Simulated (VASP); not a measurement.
Input of a VASP 6.6.1 run:

File INCAR:

```
SYSTEM = ZrSnO4
  PREC = Accurate
  ENCUT = 520
  EDIFF = 1E-6
  ISMEAR = -1
  SIGMA = 0.02
  LREAL = .FALSE.
  LASPH = .TRUE.
  NELM = 60
  ALGO = Normal
  ISIF = 2
  LWAVE = .FALSE.
  LCHARG = .FALSE.
  GGA = PE
  NBANDS = 34
```

The input KPOINTS:

```
Automatic mesh
0
G
  6 6 8
  0 0 0
```

The input POSCAR:

```
ZrSnO4
1.0
    3.4369609929     -3.4698346236      0.0000000000
    3.4369609929      3.4698346236      0.0000000000
    0.0000000000      0.0000000000      3.2383482157
Sn Zr O
1 1 4
Direct
    0.5000000000      0.5000000000      0.5000000000
    0.0000000000      0.0000000000      0.0000000000
    0.1947968207      0.1947968207      0.5000000000
    0.8052031793      0.8052031793      0.5000000000
    0.6934050945      0.3065949055      0.0000000000
    0.3065949055      0.6934050945      0.0000000000
```

Potentials or basis: VASP PAW PBE potentials, release 64 (Sn_d, Zr_sv, O).

Run with:

```bash
$ cat potpaw_PBE.64/Sn_d/POTCAR potpaw_PBE.64/Zr_sv/POTCAR potpaw_PBE.64/O/POTCAR > POTCAR
$ mpirun -np 1 vasp_std > vasp.out
```

**Question.** Estimate the band gap on the k mesh.

**Answer.** 2.03 eV.

**Question.** Estimate the largest force.

**Answer.** 0.036 eV/Å.

**Question.** What does it give for the pressure?

**Answer.** 0.4 GPa.

Stress tensor (GPa, compression positive):
```
0.36 0.00 0.00
0.00 0.28 0.00
0.00 0.00 0.56
```

Caveat: spin-orbit coupling is left out, which moves the levels of the heavy elements. A k mesh can miss the band edges.
